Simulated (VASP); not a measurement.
MnHg: single point with PBE

The system is MnHg.

```
Mn Hg
1.0
     3.31500    0.00000    0.00000
     0.00000    3.31500    0.00000
     0.00000    0.00000    3.31500
Mn Hg
1 1
Cartesian
  1.6575 1.6575 1.6575
  0.0000 0.0000 0.0000
```

```yaml
Program: VASP 6.6.1
Task: single point
Functional: PBE
Potentials_or_basis: VASP PAW PBE potentials, release 64 (Mn_pv, Hg)
Cutoff: 520 eV
k_mesh: 7 × 7 × 7
Occupations: fermi-dirac, width 0.05 eV
Spin: collinear spin, ferromagnetic start
Starting_moments: "[4.0, 0.0] μB"
```

```json
{
 "Pressure": "0.9 GPa",
 "Net moment": "3.92 μB per cell",
 "Site moments": "Mn +3.84; Hg -0.06 μB",
 "Valence electrons inside the program's atomic spheres": "Mn 11.40; Hg 10.59"
}
```

Levels at points of the mesh, in eV from the Fermi level:
Spin up:
```
           k point  band 11  band 12  band 13  band 14  band 15  band 16  band 17  band 18
(0.00, 0.00, 0.00)    -2.97    -2.08    -2.08    -2.08     4.89     4.89     4.89     8.57
```
Spin down:
```csv
k point,band 8,band 9,band 10,band 11,band 12,band 13
"(0.00, 0.00, 0.00)",-7.06,-7.06,0.35,0.35,1.45,1.45
```

It took 64 s on 1 thread of AMD EPYC 7R13, with other jobs on the host, peak memory 0.16 GiB.

Caveat: spin-orbit coupling is left out, which moves the levels of the heavy elements.
